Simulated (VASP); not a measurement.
# S (R-3m) in VASP: single point with LDA

Aim: the single point of S with LDA.

Program: VASP 6.6.1. These are calculated values, not measurements. Logs are shortened: lines on timing, memory, paths and dates and some standing lists are left out, and cuts for length are marked.

**1. The cell of the first run**

The structure is trigonal, space group R-3m (No. 166). The conventional cell has a = 5.426 Å, b = 5.426 Å, c = 9.713 Å, α = 90.00°, β = 90.00°, γ = 120.00°. Within 4.1 Å of S (site symmetry 3m) lie 4 S at 3.13 to 3.26 Å.

**2. Single point, LDA**

Contents of INCAR:

```
SYSTEM = S
PREC     = Accurate       ! precision mode
ENCUT    = 520            ! plane-wave cutoff, eV
EDIFF    = 1E-7           ! SCF threshold, eV
ISMEAR   = -1             ! smearing method
SIGMA    = 0.1            ! smearing width, eV
LREAL    = .False.        ! projectors in reciprocal space
LASPH    = .True.         ! aspherical terms in the spheres
NELM     = 100            ! most SCF steps
ALGO     = Normal         ! electronic algorithm
ISIF     = 2              ! what is computed and relaxed
LWAVE    = .False.        ! write WAVECAR
LCHARG   = .True.         ! write CHGCAR
LELF     = .True.         ! ELF
LVHAR    = .True.       
NBANDS   = 13             ! bands
```

Contents of KPOINTS:

```
regular mesh
0
Gamma
  6 6 6
  0 0 0
```

Contents of POSCAR:

```
S
1.0
    2.7131100000      1.5664200000      3.2376200000
   -2.7131100000      1.5664200000      3.2376200000
    0.0000000000     -3.1328300000      3.2376200000
S
2
Direct
    0.8321600000      0.8321600000      0.8321600000
    0.1678400000      0.1678400000      0.1678400000
```

Potentials or basis: VASP PAW LDA potentials, release 64 (S).

Started as:

```sh
> cat potpaw_LDA.64/S/POTCAR > POTCAR
> mpirun -np 1 vasp_std > vasp.out
```

OUTCAR:

```text
SYSTEM = S
   PREC = Accurate
   ENCUT = 520
   EDIFF = 1E-7
   ISMEAR = -1
   LREAL = .False.
   LASPH = .True.
   NELM = 100
   ISIF = 2

 ion  position               nearest neighbor table
   1  0.832  0.832  0.832-
   2  0.168  0.168  0.168-

  LATTYP: Found a trigonal (rhomboedric) cell.
 ALAT       =     4.5051977840
 COS(alpha) =     0.2746665422

  Lattice vectors:

 A1 = (   2.7131100000,   1.5664200000,   3.2376200000)
 A2 = (  -2.7131100000,   1.5664200000,   3.2376200000)
 A3 = (   0.0000000000,  -3.1328300000,   3.2376200000)

Analysis of symmetry for initial positions (statically):
=====================================================================
 Subroutine PRICEL returns:
 Original cell was already a primitive cell.

 Routine SETGRP: Setting up the symmetry group for a
 trigonal (rhombohedral) supercell.

 Subroutine GETGRP returns: Found 12 space group operations
 (whereof 12 operations were pure point group operations)
 out of a pool of 12 trial point group operations.

The static configuration has the point symmetry D_3d.

Analysis of symmetry for dynamics (positions and initial velocities):
=====================================================================
 Subroutine PRICEL returns:
 Original cell was already a primitive cell.

 Routine SETGRP: Setting up the symmetry group for a
 trigonal (rhombohedral) supercell.

 Subroutine GETGRP returns: Found 12 space group operations
 (whereof 12 operations were pure point group operations)
 out of a pool of 12 trial point group operations.

The dynamic configuration has the point symmetry D_3d.

 Subroutine INISYM returns: Found 12 space group operations
 (whereof 12 operations are pure point group operations),
 and found     1 'primitive' translations

----------------------------------------------------------------------------------------

                                     Primitive cell

  volume of cell :      82.5566

  direct lattice vectors                    reciprocal lattice vectors
     2.713110000  1.566420000  3.237620000     0.184290353  0.106399957  0.102956177
    -2.713110000  1.566420000  3.237620000    -0.184290353  0.106399957  0.102956177
     0.000000000 -3.132830000  3.237620000     0.000000000 -0.212799915  0.102956506

  length of vectors
     4.505199302  4.505199302  4.505197784     0.236397673  0.236397673  0.236397644

  position of ions in fractional coordinates (direct lattice)
     0.832160000  0.832160000  0.832160000
     0.167840000  0.167840000  0.167840000

  ion indices of the primitive-cell ions
   primitive index   ion index
                 1           1
                 2           2

----------------------------------------------------------------------------------------

 KPOINTS: regular mesh

Automatic generation of k-mesh.
 Grid dimensions read from file:
 generate k-points for:    6    6    6

 Generating k-lattice:

  Cartesian coordinates                     Fractional coordinates (reciprocal lattice)
     0.030715059  0.017733326  0.017159363     0.166666667 -0.000000000 -0.000000000
    -0.030715059  0.017733326  0.017159363    -0.000000000  0.166666667 -0.000000000
     0.000000000 -0.035466652  0.017159418     0.000000000  0.000000000  0.166666667

  Length of vectors
     0.039399612  0.039399612  0.039399607

  Shift w.r.t. Gamma in fractional coordinates (k-lattice)
     0.000000000  0.000000000  0.000000000

 Subroutine IBZKPT returns following result:
 ===========================================

 Found     32 irreducible k-points:

 Following reciprocal coordinates:
            Coordinates               Weight
  0.000000  0.000000  0.000000      1.000000
  0.166667 -0.000000  0.000000      6.000000
  0.333333 -0.000000  0.000000      6.000000
  0.500000  0.000000 -0.000000      3.000000
  0.166667  0.166667  0.000000      6.000000
  0.333333  0.166667  0.000000     12.000000
[... 16 lines left out ...]
  0.500000  0.500000  0.166667      6.000000
 -0.333333  0.500000  0.166667     12.000000
 [... further k-points ...]
   k-points           NKPTS =     32   k-points in BZ     NKDIM =     32   number of bands    NBANDS=     13
   number of dos      NEDOS =    301   number of ions     NIONS =      2
   total plane-waves  NPLWV =  46656
   dimension x,y,z NGX =    36 NGY =   36 NGZ =   36
   dimension x,y,z NGXF=    72 NGYF=   72 NGZF=   72
   ions per type =               2
   NGX,Y,Z   is equivalent  to a cutoff of  13.28, 13.28, 13.28 a.u.
   NGXF,Y,Z  is equivalent  to a cutoff of  26.57, 26.57, 26.57 a.u.
 SYSTEM =  S
   PREC   = accura    normal or accurate (medium, high low for compatibility)
   ISTART =      0    job   : 0-new  1-cont  2-samecut
   ICHARG =      2    charge: 1-file 2-atom 10-const
   ISPIN  =      1    spin polarized calculation?
   LNONCOLLINEAR =      F non collinear calculations
   LSORBIT =      F    spin-orbit coupling
   LASPH  =      T    aspherical Exc in radial PAW
   ENCUT  =  520.0 eV  38.22 Ry    6.18 a.u.   8.38  8.38  8.38*2*pi/ulx,y,z
   NELM   =    100;   NELMIN=  2; NELMDL= -5     # of ELM steps
   EDIFF  = 0.1E-06   stopping-criterion for ELM
   LREAL  =      F    real-space projection
   EDIFFG = 0.1E-05   stopping-criterion for IOM
   NSW    =      0    number of steps for IOM
   IBRION =     -1    ionic relax: 0-MD 1-quasi-New 2-CG
   NFREE  =      0    steps in history (QN), initial steepest desc. (CG)
   ISIF   =      2    stress and relaxation
   ISYM   =      2    0-nonsym 1-usesym 2-fastsym
   POTIM  = 0.5000    time-step for ionic-motion
   TEBEG  =    0.0;   TEEND  =   0.0 temperature during run
   PSTRESS=    0.0 pullay stress
   NELECT =      12.0000    total number of electrons
   NUPDOWN=      -1.0000    fix difference up-down
   EMIN   =  10.00;   EMAX   =-10.00  energy-range for DOS
   EFERMI =   0.00;   METHOD = LEGACY
   ISMEAR =    -1;   SIGMA  =   0.10  broadening in eV -4-tet -1-fermi 0-gaus
   EFERMI_NEDOS =   21; number of points for ismear=-14 and -15
   IALGO  =     38    algorithm
   IMIX   =      4    mixing-type and parameters
     AMIX     =   0.40;   BMIX     =  1.00
     AMIX_MAG =   1.60;   BMIX_MAG =  1.00
  volume/ion in A,a.u.               =      41.28       278.56
  Fermi-wavevector in a.u.,A,eV,Ry     =   0.860765  1.626610 10.080781  0.740917
  Thomas-Fermi vector in A             =   1.978319
   LORBIT       =      0    0 simple, 1 ext, 2 COOP (PROOUT), +10 PAW based schemes
   GGA     = CA    functional components
   LHFCALC =     F    Hartree Fock is set to
   AEXX    =    0.0000 exact exchange contribution
   IVDW    =     0    specifies the selected vdW correction
   LEPSILON=     F    determine dielectric tensor
   LRPA    =     F    only Hartree local field effects (RPA)
 non-spin polarized calculation
  energy-cutoff  :      520.00
  volume of cell :       82.56
 maximum number of plane-waves:      2238
 NGX is ok and might be reduce to    36
   NGX = 17   NGY = 17   NGZ = 17

 number of electron      12.0000001 magnetization

 Free energy of the ion-electron system (eV)
  ---------------------------------------------------
  ext. energy  EPLUGINS =         0.00000000
  ---------------------------------------------------
  free energy    TOTEN  =        -4.71867110 eV

  energy without entropy =       -4.53264496  energy(sigma->0) =       -4.62565803

 E-fermi :  -1.5731     XC(G=0):  -7.1718

 val. band max:       -1.5769926477   @ k =  -0.3333   0.3333   0.0000
 cond. band min:      -1.5686840926   @ k =  -0.3333  -0.3333   0.1667
 fundamental gap:      0.0083085550
 Fermi energy:        -1.5731268275

 k-point     1 :       0.0000    0.0000    0.0000
  band No.  band energies     occupation
      1     -13.5467      2.00000
      2     -11.7985      2.00000
      3      -3.3831      2.00000
      4      -3.3831      2.00000
      5      -2.4324      1.99963
      6      -1.6411      1.32748
      7      -1.3342      0.16795
      8      -1.3342      0.16794
      9       3.9803      0.00000
     10       6.7647      0.00000
     11       6.7647      0.00000
     12       8.7873      0.00000
     13       9.2576      0.00000

 k-point     2 :       0.1667   -0.0000    0.0000
  band No.  band energies     occupation
      1     -13.4616      2.00000
      2     -11.9026      2.00000
      3      -3.4235      2.00000
      4      -3.3736      2.00000
      5      -2.5379      1.99987
      6      -1.6995      1.55921
      7      -1.3621      0.21623
      8      -1.2186      0.05611
      9       4.4460      0.00000
     10       6.3857      0.00000
     11       6.9357      0.00000
     12       8.6045      0.00000
     13       8.8533      0.00000

 k-point     3 :       0.3333   -0.0000    0.0000
  band No.  band energies     occupation
      1     -13.2448      2.00000
      2     -12.1581      2.00000
      3      -3.4947      2.00000
      4      -3.3867      2.00000
      5      -2.7002      1.99997
      6      -1.7792      1.77414
      7      -1.4160      0.34394
      8      -0.9898      0.00584
      9       5.3657      0.00000
     10       5.8409      0.00000
     11       6.7918      0.00000
     12       8.2339      0.00000
     13       8.6085      0.00000

 k-point     4 :       0.5000    0.0000   -0.0000
  band No.  band energies     occupation
      1     -13.0843      2.00000
      2     -12.3380      2.00000
      3      -3.5264      2.00000
      4      -3.3993      2.00000
      5      -2.7964      1.99999
      6      -1.6732      1.46257
      7      -1.5462      0.86631
      8      -0.8751      0.00186
      9       5.6269      0.00000
     10       5.8572      0.00000
     11       6.4217      0.00000
     12       7.9450      0.00000
     13       9.1959      0.00000

 k-point     5 :       0.1667    0.1667    0.0000
  band No.  band energies     occupation
      1     -13.4251      2.00000
      2     -11.9261      2.00000
      3      -3.6274      2.00000
      4      -3.2251      2.00000
      5      -2.6329      1.99995
      6      -1.8049      1.82062
      7      -1.3936      0.28482
      8      -1.1146      0.02019
      9       4.7271      0.00000
     10       6.4238      0.00000
     11       7.2680      0.00000
     12       7.9650      0.00000
     13       8.4864      0.00000
[... 257 lines left out ...]
 k-point    22 :      -0.1667    0.3333    0.1667
  band No.  band energies     occupation
      1     -13.0500      2.00000
      2     -12.3450      2.00000
      3      -3.9915      2.00000
      4      -3.0675      2.00000
      5      -2.8508      1.99999
      6      -1.8872      1.91712
      7      -1.5081      0.68583
      8      -0.6363      0.00017
      9       5.3929      0.00000
     10       6.1324      0.00000
     11       7.3616      0.00000
     12       7.9810      0.00000
     13       9.1804      0.00000

 k-point    23 :       0.5000    0.5000    0.1667
  band No.  band energies     occupation
      1     -12.8905      2.00000
      2     -12.4130      2.00000
      3      -4.0742      2.00000
      4      -3.6713      2.00000
      5      -3.1595      2.00000
      6      -1.5967      1.11747
      7      -1.3321      0.16486
      8      -0.8307      0.00119
      9       5.9337      0.00000
     10       6.3864      0.00000
     11       8.0625      0.00000
     12       8.3018      0.00000
     13       9.1311      0.00000

 k-point    24 :      -0.3333    0.5000    0.1667
  band No.  band energies     occupation
      1     -12.7197      2.00000
      2     -12.6267      2.00000
      3      -4.1386      2.00000
      4      -3.4835      2.00000
      5      -2.9939      2.00000
      6      -1.7580      1.72793
      7      -1.3824      0.25865
      8      -0.6288      0.00016
      9       5.6048      0.00000
     10       6.2522      0.00000
     11       8.2297      0.00000
     12       8.7818      0.00000
     13       9.0388      0.00000

 [... further k-points ...]
[... 5 lines left out ...]
  --------------------------------------------------------------------------------------
  -------------------------------------------------------------------------------------
  Total       -5.6449749     -5.6449884     -3.4351269      0.0000000     -0.0000035     -0.0000000
  in kB     -109.5521167   -109.5523793    -66.6655616      0.0000000     -0.0000686     -0.0000000
  external PRESSURE =     -95.2566859 kB  Pullay stress =       0.0000000 kB

 VOLUME and BASIS-vectors are now :
 -----------------------------------------------------------------------------
  energy-cutoff  :      520.00
  volume of cell :       82.56
      direct lattice vectors                 reciprocal lattice vectors
     2.713110000  1.566420000  3.237620000     0.184290353  0.106399957  0.102956177
    -2.713110000  1.566420000  3.237620000    -0.184290353  0.106399957  0.102956177
     0.000000000 -3.132830000  3.237620000     0.000000000 -0.212799915  0.102956506

 POSITION                                       TOTAL-FORCE (eV/Angst)
 -----------------------------------------------------------------------------------
      0.00000      0.00001      8.08265         0.000000      0.000001      0.903765
      0.00000      0.00000      1.63021         0.000000     -0.000001     -0.903765
 -----------------------------------------------------------------------------------
    total drift:                                0.000000      0.000000     -0.000000

  FREE ENERGIE OF THE ION-ELECTRON SYSTEM (eV)
  ---------------------------------------------------
  free  energy   TOTEN  =        -4.7186711007 eV

  energy  without entropy=       -4.5326449601  energy(sigma->0) =       -4.62565803
```

Wall time 22 s (1 thread of AMD EPYC 7R43 (Zen 3), shared host); peak memory 0.14 GiB.

Results:

| Quantity | Value |
| --- | --- |
| Free energy | -4.7187 eV |
| Pressure | -9.5 GPa |
| Largest force | 0.904 eV/Å |
| Band gap on the k mesh | zero (band 6 reaches -1.37 eV, above the bottom of band 7 at -1.61 eV) |

Forces on the atoms (eV/Å):
```
S    0.000  0.000  0.904
S    0.000  0.000 -0.904
```

Stress tensor (GPa, compression positive):
```
-10.96   0.00   0.00
  0.00 -10.96   0.00
  0.00   0.00  -6.67
```

Levels at points of the mesh, in eV from the Fermi level:
| k point | band 2 | band 3 | band 4 | band 5 | band 6 | band 7 | band 8 | band 9 | band 10 | band 11 |
| --- | --- | --- | --- | --- | --- | --- | --- | --- | --- | --- |
| (0.00, 0.00, 0.00) | -10.23 | -1.81 | -1.81 | -0.86 | -0.07 | 0.24 | 0.24 | 5.55 | 8.34 | 8.34 |
| (0.50, 0.00, 0.00) | -10.76 | -1.95 | -1.83 | -1.22 | -0.10 | 0.03 | 0.70 | 7.20 | 7.43 | 7.99 |
| (0.50, 0.50, 0.00) | -11.03 | -2.59 | -1.98 | -1.26 | -0.08 | 0.03 | 0.92 | 7.14 | 7.69 | 9.71 |
| (0.50, 0.50, 0.50) | -10.54 | -2.51 | -2.16 | -2.16 | 0.14 | 0.14 | 0.55 | 7.47 | 9.39 | 9.39 |
